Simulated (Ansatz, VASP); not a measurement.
**Hf: VASP beside Ansatz**

```
CELL_PARAMETERS angstrom
-1.77266 1.77266 1.77266
1.77266 -1.77266 1.77266
1.77266 1.77266 -1.77266
ATOMIC_POSITIONS crystal
Hf 0.00000 0.00000 0.00000
```

Alike in both runs: task relaxation of cell and atoms; functional PBE; k mesh 16 × 16 × 16; occupations fermi-dirac, width 0.05 eV; no spin polarisation.

|  | VASP | Ansatz |
| --- | --- | --- |
| version | VASP 6.6.1 | Ansatz 0.2.0 |
| potentials or method | VASP PAW PBE potentials, release 64 (Hf_pv), cutoff 600 eV | all-electron LAPW, scalar-relativistic |

Ansatz gave:

| Item | Value |
| --- | --- |
| relaxed volume (Å³/atom) | 22.28 |
| relaxed length of the cell vector where the two differ most in proportion (Å) | 3.070 |

Problem. What did VASP give for the same quantities?

Solution. Relaxed volume (Å³/atom): 22.20; relaxed length of the cell vector where the two differ most in proportion (Å): 3.067.

Ansatz ran all-electron here, and VASP with PAW potentials.

Neither program's run includes spin-orbit coupling.
